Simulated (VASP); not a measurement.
# Ca (Fm-3m) in VASP: a series of runs, part 2 of 2

VASP 6.6.1. Earlier steps stand in the parts before.

**3. Relaxation of cell and atoms, LDA**

This run uses another cell than the first one, of 43.63 Å³/atom.

Contents of INCAR:

```
PREC     = Accurate       # precision mode
ENCUT    = 500            # plane-wave cutoff, eV
EDIFF    = 1E-7           # SCF threshold, eV
ISMEAR   = -1             # smearing method
SIGMA    = 0.05           # smearing width, eV
LREAL    = F              # projectors in reciprocal space
LASPH    = T              # aspherical terms in the spheres
NELM     = 120            # most SCF steps
ALGO     = Normal         # electronic algorithm
ISIF     = 3              # what is computed and relaxed
LWAVE    = F              # write WAVECAR
LCHARG   = F              # write CHGCAR
GGA      = CA             # functional
IBRION   = 2              # ionic algorithm
NSW      = 60             # ionic steps
EDIFFG   = -0.01          # ionic threshold
GGA_COMPAT= F            
NELMIN   = 4
```

Contents of KPOINTS:

```
Automatic mesh
0
Gamma
  14 14 14
```

Contents of POSCAR:

```
Ca
1.0
    0.0000000000      2.7942000000      2.7942000000
    2.7942000000      0.0000000000      2.7942000000
    2.7942000000      2.7942000000      0.0000000000
Ca
1
Direct
    0.0000000000      0.0000000000      0.0000000000
```

Potentials or basis: VASP PAW LDA potentials, release 64 (Ca_sv).

On the command line:

```console
$ cat potpaw_LDA.64/Ca_sv/POTCAR > POTCAR
$ mpirun -np 1 vasp_std > vasp.out
```

OUTCAR:

```text
PREC = Accurate
   ENCUT = 500
   EDIFF = 1E-7
   ISMEAR = -1
   LREAL = F
   LASPH = T
   NELM = 120
   ISIF = 3
   GGA = CA
   IBRION = 2
   NSW = 60
   EDIFFG = -0.01
   NELMIN = 4

 ion  position               nearest neighbor table
   1  0.000  0.000  0.000-

  LATTYP: Found a face centered cubic cell.
 ALAT       =     5.5884000000

  Lattice vectors:

 A1 = (   0.0000000000,   2.7942000000,   2.7942000000)
 A2 = (   2.7942000000,   0.0000000000,   2.7942000000)
 A3 = (   2.7942000000,   2.7942000000,   0.0000000000)

Analysis of symmetry for initial positions (statically):
=====================================================================
 Subroutine PRICEL returns:
 Original cell was already a primitive cell.

 Routine SETGRP: Setting up the symmetry group for a
 face centered cubic supercell.

 Subroutine GETGRP returns: Found 48 space group operations
 (whereof 48 operations were pure point group operations)
 out of a pool of 48 trial point group operations.

The static configuration has the point symmetry O_h .

Analysis of symmetry for dynamics (positions and initial velocities):
=====================================================================
 Subroutine PRICEL returns:
 Original cell was already a primitive cell.

 Routine SETGRP: Setting up the symmetry group for a
 face centered cubic supercell.

 Subroutine GETGRP returns: Found 48 space group operations
 (whereof 48 operations were pure point group operations)
 out of a pool of 48 trial point group operations.

The dynamic configuration has the point symmetry O_h .

 Subroutine INISYM returns: Found 48 space group operations
 (whereof 48 operations are pure point group operations),
 and found     1 'primitive' translations

[... 126 lines left out ...]
  volume of cell :       43.63
 maximum number of plane-waves:      1123
 NGX is ok and might be reduce to    30
   NGX = 15   NGY = 15   NGZ = 15

--------------------------------------- Ionic step        1  -------------------------------------------

 number of electron      10.0000000 magnetization

 number of electron       9.9999997 magnetization

 Free energy of the ion-electron system (eV)
  ---------------------------------------------------
  ext. energy  EPLUGINS =         0.00000000
  ---------------------------------------------------
  free energy    TOTEN  =        -2.17118925 eV

  energy without entropy =       -2.15982532  energy(sigma->0) =       -2.16550728

------------------------ aborting loop because EDIFF is reached ----------------------------------------

  FORCE on cell =-STRESS in cart. coord.  units (eV):
  Direction    XX          YY          ZZ          XY          YZ          ZX
  --------------------------------------------------------------------------------------
  -------------------------------------------------------------------------------------
  Total       -0.5800143     -0.5800143     -0.5800143      0.0000000      0.0000000     -0.0000000
  in kB      -21.2983938    -21.2983938    -21.2983938      0.0000000      0.0000000     -0.0000000
  external PRESSURE =     -21.2983938 kB  Pullay stress =       0.0000000 kB
[... 92 lines left out ...]
--------------------------------------- Ionic step        4  -------------------------------------------

 number of electron       9.9999999 magnetization

 Free energy of the ion-electron system (eV)
  ---------------------------------------------------
  ext. energy  EPLUGINS =         0.00000000
  ---------------------------------------------------
  free energy    TOTEN  =        -2.21212049 eV

  energy without entropy =       -2.20147901  energy(sigma->0) =       -2.20679975

 E-fermi :   2.2177     XC(G=0):  -8.3072

 val. band max:        2.2161439444   @ k =  -0.3571   0.3571   0.0714
 cond. band min:       2.2403203027   @ k =   0.5000   0.0714   0.0000
 fundamental gap:      0.0241763584
 Fermi energy:         2.2176840093

 k-point     1 :       0.0000    0.0000    0.0000
  band No.  band energies     occupation
      1     -39.1203      2.00000
      2     -20.3107      2.00000
      3     -20.3107      2.00000
      4     -20.3107      2.00000
      5      -1.9935      2.00000
      6       4.5552      0.00000
      7       4.5552      0.00000
      8       4.5552      0.00000
      9       5.7618      0.00000
[... 265 lines left out ...]
 k-point    24 :       0.2857    0.1429    0.0000
  band No.  band energies     occupation
      1     -39.1062      2.00000
      2     -20.4159      2.00000
      3     -20.3394      2.00000
      4     -20.3372      2.00000
      5      -0.6741      2.00000
      6       3.5321      0.00000
      7       4.5360      0.00000
      8       4.9199      0.00000
      9       5.4062      0.00000

 [... further k-points ...]

------------------------ aborting loop because EDIFF is reached ----------------------------------------

  FORCE on cell =-STRESS in cart. coord.  units (eV):
  Direction    XX          YY          ZZ          XY          YZ          ZX
  --------------------------------------------------------------------------------------
  -------------------------------------------------------------------------------------
  Total        0.0009759      0.0009759      0.0009759     -0.0000000     -0.0000000      0.0000000
  in kB        0.0411131      0.0411131      0.0411131     -0.0000000     -0.0000000      0.0000000
  external PRESSURE =       0.0411131 kB  Pullay stress =       0.0000000 kB
[... 16 lines left out ...]
  FREE ENERGIE OF THE ION-ELECTRON SYSTEM (eV)
  ---------------------------------------------------
  free  energy   TOTEN  =        -2.2121204858 eV

  energy  without entropy=       -2.2014790128  energy(sigma->0) =       -2.20679975

 reached required accuracy - stopping structural energy minimisation
```

CONTCAR:

```text
Ca
   1.00000000000000
    -0.0000000000000000    2.6691217273152232    2.6691217273152232
     2.6691217273152232   -0.0000000000000000    2.6691217273152232
     2.6691217273152232    2.6691217273152232    0.0000000000000000
  Ca
     1
Direct
     1.0000000000000000    1.0000000000000000    0.0000000000000000

  0.00000000E+00  0.00000000E+00  0.00000000E+00
```

Run time: 76 s. Hardware: 1 thread of AMD EPYC 9R45 (Zen 5), shared host; peak memory 0.15 GiB.

Results:

| Property | Result |
| --- | --- |
| Free energy | -2.2121 eV |
| Relaxed volume | 38.03 Å³/atom |
| Relaxed cell | a = 3.775 Å, b = 3.775 Å, c = 3.775 Å, α = 60.00°, β = 60.00°, γ = 60.00° |
| Space group after relaxing (to 0.1 Å) | Fm-3m (No. 225) |
| Energy gained by relaxing | 40.9 meV/atom |
| Ionic steps | 4 |
| Pressure after relaxing | 0.0 GPa |
| Band gap on the k mesh | zero (bands 5 and 6 overlap by 0.10 eV) |

The path:
```tsv
step	energy change (eV)	largest force (eV/Å)	pressure (GPa)	volume (Å³)
1	0.0000	0.0000	-2.13	43.63
2	-0.0348	0.0000	-0.93	40.07
3	-0.0409	0.0000	-0.10	38.25
4	-0.0409	0.0000	0.00	38.03
```

Final structure:
```
Ca
1.0
     0.00000    2.66912    2.66912
     2.66912    0.00000    2.66912
     2.66912    2.66912    0.00000
Ca
1
Direct
  0.00000 0.00000 0.00000
```

Levels at points of the mesh, in eV from the Fermi level:
```
           k point  band 2  band 3  band 4  band 5  band 6  band 7  band 8  band 9
(0.00, 0.00, 0.00)  -22.53  -22.53  -22.53   -4.21    2.34    2.34    2.34    3.54
(0.50, 0.00, 0.00)  -22.74  -22.56  -22.56   -1.09   -0.01    2.22    2.22    4.32
(0.50, 0.50, 0.00)  -22.73  -22.60  -22.60   -0.61    0.42    1.20    4.32    4.53
```

LDA usually gives volumes a few per cent too small. Zero-point motion and thermal expansion aren't in these numbers.
